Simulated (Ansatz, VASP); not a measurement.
**One calculation of Sb, two programs**

Contents of INCAR:

```
PREC = Accurate ; ENCUT = 520
EDIFF = 1E-6 ; ISMEAR = 0
SIGMA = 0.1 ; LREAL = F
LASPH = T ; NELM = 100
ALGO = Normal ; ISIF = 2
LWAVE = F ; LCHARG = F
NBANDS = 12
```

Contents of KPOINTS:

```
regular mesh
0
Gamma
  6 6 6
```

Contents of POSCAR:

```
Sb
1.0
    2.1542000000      1.2437279499      3.7580000000
   -2.1542000000      1.2437279499      3.7580000000
    0.0000000000     -2.4874558998      3.7580000000
Sb
2
Direct
    0.2334900000      0.2334900000      0.2334900000
    0.7665100000      0.7665100000      0.7665100000
```

Input for Ansatz:

```yaml
crystal:
  lattice:
    - [2.1542, 1.2437279499, 3.758]
    - [-2.1542, 1.2437279499, 3.758]
    - [0.0, -2.4874558998, 3.758]
  atoms:
    - { symbol: Sb, position: [0.23349, 0.23349, 0.23349] }
    - { symbol: Sb, position: [0.76651, 0.76651, 0.76651] }
basis:
  ecutwfc: 420
kpoints:
  mp_grid: { grid: [6, 6, 6] }
hamiltonian:
  xc: lda
scf:
  occupations: { method: gaussian, width: 0.1 }
output:
  forces: true
  stress: true
  eigenvalues: true
```

Alike in both runs: task single point; functional LDA; k mesh 6 × 6 × 6; occupations gaussian, width 0.1 eV; no spin polarisation.

|  | VASP | Ansatz |
| --- | --- | --- |
| version | VASP 6.6.1 | Ansatz 0.2.0 |
| potentials or method | VASP PAW LDA potentials, release 64 (Sb), cutoff 520 eV | scalar-relativistic, plane waves, PAW |
| valence electrons in the cell | 10 | 30 |

```tsv
	VASP	Ansatz	Ansatz less VASP
gap on the k mesh at the Fermi level (eV)	none	none	-
pressure (GPa)	-0.9	-1.1	-0.27
traceless stress, the component that is largest in VASP (GPa)	-0.19	-0.13	+0.061
rms of the force components (eV/Å)	0.008	0.046	+0.0376
```

LDA's correlation is that of Perdew and Zunger in VASP and of Perdew and Wang (1992) in Ansatz. Atom by atom the forces differ by 0.038 eV/Å (rms over components). A gap of «none» marks a metal or a gap that the smearing closes. VASP's potentials hold 10 valence electrons a cell and Ansatz's 30, so a difference there can come from the potentials and not from the codes.

Neither program's run includes spin-orbit coupling.
